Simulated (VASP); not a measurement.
# Cd (P6_3/mmc) in VASP: notebook

The runs below take Cd through electric field gradients, with PBEsol.

Everything below comes from runs of VASP 6.6.1. Logs are shortened: lines on timing, memory, paths and dates and some standing lists are left out, and cuts for length are marked.

**1. The cell of the first run**

The structure is hexagonal, space group P6_3/mmc (No. 194). Conventional cell: a = 2.979 Å, b = 2.979 Å, c = 5.505 Å, α = 90.00°, β = 90.00°, γ = 120.00°. Within 3.9 Å of Cd (site symmetry -6m2) lie 12 Cd at 2.98 to 3.25 Å.

**2. Electric field gradients, PBEsol (zz strain of -2 %)**

File INCAR:

```
SYSTEM = Cd
PREC = Accurate
ENCUT = 520
EDIFF = 1E-8
ISMEAR = -1
SIGMA = 0.05
LREAL = .FALSE.
LASPH = .TRUE.
NELM = 60
ALGO = Normal
ISIF = 2
LWAVE = .FALSE.
LCHARG = .FALSE.
GGA = PS
LEFG = .TRUE.
NBANDS = 19
```

File KPOINTS:

```
Automatic mesh
0
G
  16 16 7
  0 0 0
```

File POSCAR:

```
Cd
1.0
    2.9788725081      0.0000000000      0.0000000000
   -1.4894362540      2.5797792666      0.0000000000
    0.0000000000      0.0000000000      5.5052970000
Cd
2
Direct
    0.3333333333      0.6666666667      0.2500000000
    0.6666666667      0.3333333333      0.7500000000
```

Potentials or basis: VASP PAW PBE potentials, release 64 (Cd).

Command:

```sh
$ cat potpaw_PBE.64/Cd/POTCAR > POTCAR
$ mpirun -np 1 vasp_std > vasp.out
```

OUTCAR:

```text
SYSTEM = Cd
   PREC = Accurate
   ENCUT = 520
   EDIFF = 1E-8
   ISMEAR = -1
   LREAL = .FALSE.
   LASPH = .TRUE.
   NELM = 60
   ISIF = 2
   GGA = PS

 ion  position               nearest neighbor table
   1  0.333  0.667  0.250-   2 3.25   2 3.25   2 3.25   2 3.25   2 3.25   2 3.25
   2  0.667  0.333  0.750-   1 3.25   1 3.25   1 3.25   1 3.25   1 3.25   1 3.25

  LATTYP: Found a hexagonal cell.
 ALAT       =     2.9788725081
 C/A-ratio  =     1.8481143403

  Lattice vectors:

 A1 = (   2.9788725081,   0.0000000000,   0.0000000000)
 A2 = (  -1.4894362540,   2.5797792666,   0.0000000000)
 A3 = (   0.0000000000,   0.0000000000,   5.5052970000)

Analysis of symmetry for initial positions (statically):
=====================================================================
 Subroutine PRICEL returns:
 Original cell was already a primitive cell.

 Routine SETGRP: Setting up the symmetry group for a
 hexagonal supercell.

 Subroutine GETGRP returns: Found 24 space group operations
 (whereof 12 operations were pure point group operations)
 out of a pool of 24 trial point group operations.

The static configuration has the point symmetry D_3d.
 The point group associated with its full space group is D_6h.

Analysis of symmetry for dynamics (positions and initial velocities):
=====================================================================
 Subroutine PRICEL returns:
 Original cell was already a primitive cell.

 Routine SETGRP: Setting up the symmetry group for a
 hexagonal supercell.

 Subroutine GETGRP returns: Found 24 space group operations
 (whereof 12 operations were pure point group operations)
 out of a pool of 24 trial point group operations.

The dynamic configuration has the point symmetry D_3d.
 The point group associated with its full space group is D_6h.

 Subroutine INISYM returns: Found 24 space group operations
 (whereof 12 operations are pure point group operations),
 and found     1 'primitive' translations

----------------------------------------------------------------------------------------

                                     Primitive cell

  volume of cell :      42.3073
[... 116 lines left out ...]
   AEXX    =    0.0000 exact exchange contribution
   IVDW    =     0    specifies the selected vdW correction
   LEPSILON=     F    determine dielectric tensor
   LRPA    =     F    only Hartree local field effects (RPA)
 non-spin polarized calculation
  energy-cutoff  :      520.00
  volume of cell :       42.31
 maximum number of plane-waves:      1173
 NGX is ok and might be reduce to    24
   NGX = 11   NGY = 11   NGZ = 21

 number of electron      23.9999999 magnetization

 Free energy of the ion-electron system (eV)
  ---------------------------------------------------
  ext. energy  EPLUGINS =         0.00000000
  ---------------------------------------------------
  free energy    TOTEN  =        -2.40514553 eV

  energy without entropy =       -2.40073415  energy(sigma->0) =       -2.40293984

 E-fermi :   3.0104     XC(G=0): -11.3230

 val. band max:        2.9825500448   @ k =   0.1250   0.1250   0.1429
 cond. band min:       3.0384580213   @ k =   0.3125  -0.0000   0.0000
 fundamental gap:      0.0559079765
 Fermi energy:         3.0104063667

 k-point     1 :       0.0000    0.0000    0.0000
  band No.  band energies     occupation
      1      -6.9604      2.00000
      2      -6.6494      2.00000
      3      -6.2937      2.00000
      4      -6.2937      2.00000
      5      -6.2337      2.00000
      6      -6.2337      2.00000
[... 505 lines left out ...]
      6      -5.9872      2.00000
[... 11 lines left out ...]
     18      12.5129      0.00000
     19      13.3902      0.00000

 [... further k-points ...]
[... 5 lines left out ...]
  --------------------------------------------------------------------------------------
  -------------------------------------------------------------------------------------
  Total       -0.0943470     -0.0943470     -0.1041081     -0.0000000      0.0000000      0.0000000
  in kB       -3.5729217     -3.5729217     -3.9425744     -0.0000000      0.0000000      0.0000000
  external PRESSURE =      -3.6961393 kB  Pullay stress =       0.0000000 kB

 VOLUME and BASIS-vectors are now :
 -----------------------------------------------------------------------------
  energy-cutoff  :      520.00
  volume of cell :       42.31
      direct lattice vectors                 reciprocal lattice vectors
     2.978872508  0.000000000  0.000000000     0.335697482  0.193815032  0.000000000
    -1.489436254  2.579779267  0.000000000     0.000000000  0.387630063  0.000000000
     0.000000000  0.000000000  5.505297000     0.000000000  0.000000000  0.181643243

 POSITION                                       TOTAL-FORCE (eV/Angst)
 -----------------------------------------------------------------------------------
     -0.00000      1.71985      1.37632         0.000000     -0.000000     -0.000000
      1.48944      0.85993      4.12897        -0.000000      0.000000      0.000000
 -----------------------------------------------------------------------------------
    total drift:                               -0.000000      0.000000      0.000000

  FREE ENERGIE OF THE ION-ELECTRON SYSTEM (eV)
  ---------------------------------------------------
  free  energy   TOTEN  =        -2.4051455256 eV

  energy  without entropy=       -2.4007341488  energy(sigma->0) =       -2.40293984

 Electric field gradients (V/A^2)
---------------------------------------------------------------------
 ion       V_xx      V_yy      V_zz      V_xy      V_xz      V_yz
---------------------------------------------------------------------
   1     -35.187   -35.186    70.373     0.001     0.000    -0.000
   2     -35.187   -35.186    70.373     0.001    -0.000     0.000
---------------------------------------------------------------------

 Electric field gradients after diagonalization (V/A^2)
 (convention: |V_zz| > |V_xx| > |V_yy|)
----------------------------------------------------------------------
 ion       V_xx      V_yy      V_zz     asymmetry (V_yy - V_xx)/ V_zz
----------------------------------------------------------------------
   1     -35.188   -35.185    70.373       0.000
   2     -35.188   -35.185    70.373       0.000
----------------------------------------------------------------------

           NMR quadrupolar parameters

 Cq : quadrupolar parameter    Cq=e*Q*V_zz/h
 eta: asymmetry parameters     (V_yy - V_xx)/ V_zz
 Q  : nuclear electric quadrupole moment in mb (millibarn)
----------------------------------------------------------------------
 ion       Cq(MHz)       eta       Q (mb)
----------------------------------------------------------------------
   1       0.170       0.000       1.000
   2       0.170       0.000       1.000
----------------------------------------------------------------------
```

OSZICAR:

```text
N       E                     dE             d eps       ncg     rms          rms(c)
DAV:   1     0.174601573959E+03    0.17460E+03   -0.13113E+04  4568   0.127E+03
DAV:   2     0.143413383062E+01   -0.17317E+03   -0.16686E+03  4722   0.333E+02
DAV:   3    -0.257978376504E+01   -0.40139E+01   -0.40061E+01  5256   0.580E+01
DAV:   4    -0.258671948943E+01   -0.69357E-02   -0.69353E-02  5039   0.228E+00
DAV:   5    -0.258673991637E+01   -0.20427E-04   -0.20427E-04  5012   0.121E-01    0.460E+00
DAV:   6    -0.241871105391E+01    0.16803E+00   -0.39060E-01  5004   0.771E+00    0.368E+00
DAV:   7    -0.240688888933E+01    0.11822E-01   -0.31137E-02  5033   0.164E+00    0.197E+00
DAV:   8    -0.240511022349E+01    0.17787E-02   -0.33188E-03  4823   0.715E-01    0.963E-02
DAV:   9    -0.240512454939E+01   -0.14326E-04   -0.23186E-05  5139   0.516E-02    0.439E-02
DAV:  10    -0.240514572364E+01   -0.21174E-04   -0.15091E-05  4908   0.413E-02    0.349E-03
DAV:  11    -0.240514564076E+01    0.82886E-07   -0.13016E-07  5062   0.363E-03    0.141E-03
DAV:  12    -0.240514550676E+01    0.13399E-06   -0.50459E-09  3440   0.625E-04    0.973E-04
DAV:  13    -0.240514552187E+01   -0.15108E-07   -0.55189E-10  2601   0.250E-04    0.230E-04
DAV:  14    -0.240514552556E+01   -0.36903E-08   -0.42519E-11  2580   0.691E-05
   1 F= -.24051455E+01 E0= -.24029398E+01  d E =-.441138E-02
```

Run time: 60 s. Hardware: 1 thread of Intel Xeon Platinum 8259CL at 2.50GHz (Skylake/Cascade Lake), shared host; peak memory 0.21 GiB.

Results:

```yaml
Free_energy: -2.4051 eV
Pressure: -0.4 GPa
Band_gap_on_the_k_mesh: zero (band 12 reaches 4.01 eV, above the bottom of band 13 at 0.13 eV)
```

Levels at points of the mesh, in eV from the Fermi level:
```
           k point  band 8  band 9  band 10  band 11  band 12  band 13  band 14  band 15  band 16  band 17
(0.00, 0.00, 0.00)   -8.79   -8.79    -8.50    -8.50    -3.17    -2.88    11.13    14.28    14.65    14.65
(0.50, 0.00, 0.00)   -8.52   -8.25    -8.22    -2.56    -2.03     2.03     2.96     3.28     5.26     8.14
```

Electric field gradients, principal values (V/Å²):
```csv
atom,least,middle,greatest (by size)
1 Cd,-35.185,-35.188,70.373
2 Cd,-35.185,-35.188,70.373
```

Caveat: the cell differs from its parent crystal (zz strain of -2 %); without QUAD_EFG the Cq values of the log hold for a quadrupole moment of 1 mb, not for the nuclei; the PAW data sets were made with another functional, which shifts forces and pressure a little.

**3. Electric field gradients, PBEsol (volume scaled by 0.99)**

INCAR is that of step 2.

KPOINTS is that of step 2.

File POSCAR:

```
Cd
1.0
    2.9689096494      0.0000000000      0.0000000000
   -1.4844548246      2.5711511778      0.0000000000
    0.0000000000      0.0000000000      5.5988617326
Cd
2
Direct
    0.3333333333      0.6666666667      0.2500000000
    0.6666666667      0.3333333333      0.7500000000
```

Potentials or basis: VASP PAW PBE potentials, release 64 (Cd).

Command:

```sh
$ cat potpaw_PBE.64/Cd/POTCAR > POTCAR
$ mpirun -np 1 vasp_std > vasp.out
```

OUTCAR:

```text
SYSTEM = Cd
   PREC = Accurate
   ENCUT = 520
   EDIFF = 1E-8
   ISMEAR = -1
   LREAL = .FALSE.
   LASPH = .TRUE.
   NELM = 60
   ISIF = 2
   GGA = PS

 ion  position               nearest neighbor table
   1  0.333  0.667  0.250-   2 3.28   2 3.28   2 3.28   2 3.28   2 3.28   2 3.28
   2  0.667  0.333  0.750-   1 3.28   1 3.28   1 3.28   1 3.28   1 3.28   1 3.28

  LATTYP: Found a hexagonal cell.
 ALAT       =     2.9689096494
 C/A-ratio  =     1.8858309594

  Lattice vectors:

 A1 = (   2.9689096494,   0.0000000000,   0.0000000000)
 A2 = (  -1.4844548246,   2.5711511778,   0.0000000000)
 A3 = (   0.0000000000,   0.0000000000,   5.5988617326)

Analysis of symmetry for initial positions (statically):
=====================================================================
 Subroutine PRICEL returns:
 Original cell was already a primitive cell.

 Routine SETGRP: Setting up the symmetry group for a
 hexagonal supercell.
[... 719 lines left out ...]
  volume of cell :       42.74
      direct lattice vectors                 reciprocal lattice vectors
     2.968909649  0.000000000  0.000000000     0.336823992  0.194465422  0.000000000
    -1.484454825  2.571151178  0.000000000     0.000000000  0.388930845  0.000000000
     0.000000000  0.000000000  5.598861733     0.000000000  0.000000000  0.178607733

 POSITION                                       TOTAL-FORCE (eV/Angst)
 -----------------------------------------------------------------------------------
     -0.00000      1.71410      1.39972        -0.000000      0.000000      0.000000
      1.48445      0.85705      4.19915         0.000000     -0.000000      0.000000
 -----------------------------------------------------------------------------------
    total drift:                                0.000000     -0.000000      0.000000

  FREE ENERGIE OF THE ION-ELECTRON SYSTEM (eV)
  ---------------------------------------------------
  free  energy   TOTEN  =        -2.4025982042 eV

  energy  without entropy=       -2.3978652681  energy(sigma->0) =       -2.40023174

 Electric field gradients (V/A^2)
---------------------------------------------------------------------
 ion       V_xx      V_yy      V_zz      V_xy      V_xz      V_yz
---------------------------------------------------------------------
   1     -40.514   -40.513    81.027     0.001     0.000    -0.000
   2     -40.514   -40.513    81.027     0.001    -0.000     0.000
---------------------------------------------------------------------

 Electric field gradients after diagonalization (V/A^2)
 (convention: |V_zz| > |V_xx| > |V_yy|)
----------------------------------------------------------------------
 ion       V_xx      V_yy      V_zz     asymmetry (V_yy - V_xx)/ V_zz
----------------------------------------------------------------------
   1     -40.515   -40.512    81.027       0.000
   2     -40.515   -40.512    81.027       0.000
----------------------------------------------------------------------

           NMR quadrupolar parameters

 Cq : quadrupolar parameter    Cq=e*Q*V_zz/h
 eta: asymmetry parameters     (V_yy - V_xx)/ V_zz
 Q  : nuclear electric quadrupole moment in mb (millibarn)
----------------------------------------------------------------------
 ion       Cq(MHz)       eta       Q (mb)
----------------------------------------------------------------------
   1       0.196       0.000       1.000
   2       0.196       0.000       1.000
----------------------------------------------------------------------
```

It took 57 s on 1 thread of Intel Xeon Platinum 8259CL at 2.50GHz (Skylake/Cascade Lake), shared host; peak memory 0.21 GiB.

What came out:

* Free energy: -2.4026 eV
* Pressure: -0.7 GPa
* Band gap on the k mesh: zero (band 12 reaches 3.78 eV, above the bottom of band 13 at -0.17 eV)

Electric field gradients, principal values (V/Å²):
| atom | least | middle | greatest (by size) |
| --- | --- | --- | --- |
| 1 Cd | -40.512 | -40.515 | 81.027 |
| 2 Cd | -40.512 | -40.515 | 81.027 |

Caveat: without QUAD_EFG the Cq values of the log hold for a quadrupole moment of 1 mb, not for the nuclei; the PAW data sets were made with another functional, which shifts forces and pressure a little.

**4. Electric field gradients, PBEsol (volume scaled by 1.01)**

File INCAR:

```
PREC = Accurate
ENCUT = 520
EDIFF = 1E-8
ISMEAR = -1
SIGMA = 0.05
LREAL = F
LASPH = T
NELM = 100
ALGO = Normal
ISIF = 2
LWAVE = F
LCHARG = F
GGA = PS
LEFG = T
NBANDS = 19
```

File KPOINTS:

```
regular mesh
0
Gamma
  16 16 7
```

File POSCAR:

```
Cd
1.0
    2.9887691672      0.0000000000      0.0000000000
   -1.4943845836      2.5883500248      0.0000000000
    0.0000000000      0.0000000000      5.6363134261
Cd
2
Direct
    0.3333333333      0.6666666667      0.2500000000
    0.6666666667      0.3333333333      0.7500000000
```

Potentials or basis: VASP PAW PBE potentials, release 64 (Cd).

Command:

```sh
$ cat potpaw_PBE.64/Cd/POTCAR > POTCAR
$ mpirun -np 1 vasp_std > vasp.out
```

OUTCAR:

```text
PREC = Accurate
   ENCUT = 520
   EDIFF = 1E-8
   ISMEAR = -1
   LREAL = F
   LASPH = T
   NELM = 100
   ISIF = 2
   GGA = PS

 ion  position               nearest neighbor table
   1  0.333  0.667  0.250-   2 3.30   2 3.30   2 3.30   2 3.30   2 3.30   2 3.30
   2  0.667  0.333  0.750-   1 3.30   1 3.30   1 3.30   1 3.30   1 3.30   1 3.30

  LATTYP: Found a hexagonal cell.
 ALAT       =     2.9887691672
 C/A-ratio  =     1.8858309594

  Lattice vectors:

[... 742 lines left out ...]

  FREE ENERGIE OF THE ION-ELECTRON SYSTEM (eV)
  ---------------------------------------------------
  free  energy   TOTEN  =        -2.3960971773 eV

  energy  without entropy=       -2.3912564751  energy(sigma->0) =       -2.39367683

 Electric field gradients (V/A^2)
---------------------------------------------------------------------
 ion       V_xx      V_yy      V_zz      V_xy      V_xz      V_yz
---------------------------------------------------------------------
   1     -39.091   -39.090    78.180     0.001     0.000    -0.000
   2     -39.091   -39.090    78.180     0.001    -0.000     0.000
---------------------------------------------------------------------

 Electric field gradients after diagonalization (V/A^2)
 (convention: |V_zz| > |V_xx| > |V_yy|)
----------------------------------------------------------------------
 ion       V_xx      V_yy      V_zz     asymmetry (V_yy - V_xx)/ V_zz
----------------------------------------------------------------------
   1     -39.091   -39.089    78.180       0.000
   2     -39.091   -39.089    78.180       0.000
----------------------------------------------------------------------

           NMR quadrupolar parameters

 Cq : quadrupolar parameter    Cq=e*Q*V_zz/h
 eta: asymmetry parameters     (V_yy - V_xx)/ V_zz
 Q  : nuclear electric quadrupole moment in mb (millibarn)
----------------------------------------------------------------------
 ion       Cq(MHz)       eta       Q (mb)
----------------------------------------------------------------------
   1       0.189       0.000       1.000
   2       0.189       0.000       1.000
----------------------------------------------------------------------
```

Wall time 54 s (1 thread of Intel Xeon Platinum 8259CL at 2.50GHz (Skylake/Cascade Lake), shared host); peak memory 0.21 GiB.

Results:

```yaml
Free_energy: -2.3961 eV
Pressure: -1.7 GPa
Band_gap_on_the_k_mesh: zero (band 12 reaches 3.61 eV, above the bottom of band 13 at -0.30 eV)
```

Electric field gradients, principal values (V/Å²):
| atom | least | middle | greatest (by size) |
| --- | --- | --- | --- |
| 1 Cd | -39.089 | -39.091 | 78.180 |
| 2 Cd | -39.089 | -39.091 | 78.180 |

Caveat: without QUAD_EFG the Cq values of the log hold for a quadrupole moment of 1 mb, not for the nuclei; the PAW data sets were made with another functional, which shifts forces and pressure a little.

(Continued in part 2 of 2.)
